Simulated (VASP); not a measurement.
Crystal: CO2.

```
CELL_PARAMETERS angstrom
4.27000 0.00000 0.00000
0.00000 4.27000 0.00000
0.00000 0.00000 2.77550
ATOMIC_POSITIONS crystal
C 0.00000 0.00000 0.00000
C 0.50000 0.50000 0.50000
O 0.30500 0.30500 0.00000
O 0.19500 0.80500 0.50000
O 0.69500 0.69500 0.00000
O 0.80500 0.19500 0.50000
```

| Property | Result |
| --- | --- |
| Program | VASP 6.6.1 |
| Task | relaxation of cell and atoms |
| Functional | PBEsol |
| Potentials or basis | VASP PAW PBE potentials, release 64 (C, O) |
| Cutoff | 600 eV |
| k mesh | 5 × 5 × 8 |
| Occupations | fermi-dirac, width 0.02 eV |
| Spin | no spin polarisation |

At the start: pressure -50.0 GPa; volume 8.43 Å³/atom.

**Question.** How do energy, volume and symmetry change on relaxing?

**Answer.** Over 30 steps the energy falls by 1104.0 meV/atom and the volume is 8.69 Å³/atom (+3.0 %); space group P4_2/mnm (No. 136, to 0.05 Å).

The path:
```
step  energy change (eV)  largest force (eV/Å)  pressure (GPa)  volume (Å³)
   1              0.0000                1.4556          -49.97        50.61
   2             -3.9670                0.4617           31.44        33.61
   3             -4.0838                1.0064            8.43        35.35
   4             -4.8001                0.6612           31.06        35.27
   5             -4.8926                0.0437           50.15        35.14
   6             -5.1364                0.0210           47.96        36.06
   7             -5.5322                0.5407           47.43        38.83
   8             -6.0477                0.1821           25.54        41.06
   9             -6.3320                0.9828            2.82        44.24
  10             -6.3388                1.0988           -0.30        44.78
  11             -6.3899                0.6287            0.25        45.27
  12             -6.4416                0.6852            2.19        46.54
  13             -6.4756                0.6745            2.63        46.95
  14             -6.5511                0.6579            4.19        48.18
  15             -6.5793                0.6973            8.23        50.63
  16             -6.5878                0.6933            7.01        49.93
  17             -6.6160                0.0067            2.65        50.80
  18             -6.6176                0.2159            1.34        51.08
  19             -6.6213                0.1142            0.38        51.31
  20             -6.6217                0.0723           -0.02        51.41
  21             -6.6220                0.0242            0.23        51.42
  22             -6.6222                0.0506            0.62        51.44
  23             -6.6224                0.0428            0.65        51.48
  24             -6.6229                0.0195            0.71        51.59
  25             -6.6231                0.0255            0.84        51.81
  26             -6.6232                0.0089            0.80        51.73
  27             -6.6235                0.0200            0.53        51.84
  28             -6.6239                0.0489           -0.17        52.12
  29             -6.6239                0.0470           -0.11        52.10
  30             -6.6240                0.0063           -0.03        52.11
```

Final structure:
```
C O
1.0
     4.93002    0.00000    0.00000
     0.00000    4.93002    0.00000
     0.00000    0.00000    2.14414
C O
2 4
Direct
  0.00000 0.00000 0.00000
  0.50000 0.50000 0.50000
  0.35730 0.35730 0.00000
  0.14270 0.85730 0.50000
  0.64270 0.64270 0.00000
  0.85730 0.14270 0.50000
```

Caveat: the PAW data sets were made with another functional, which shifts forces and pressure a little.
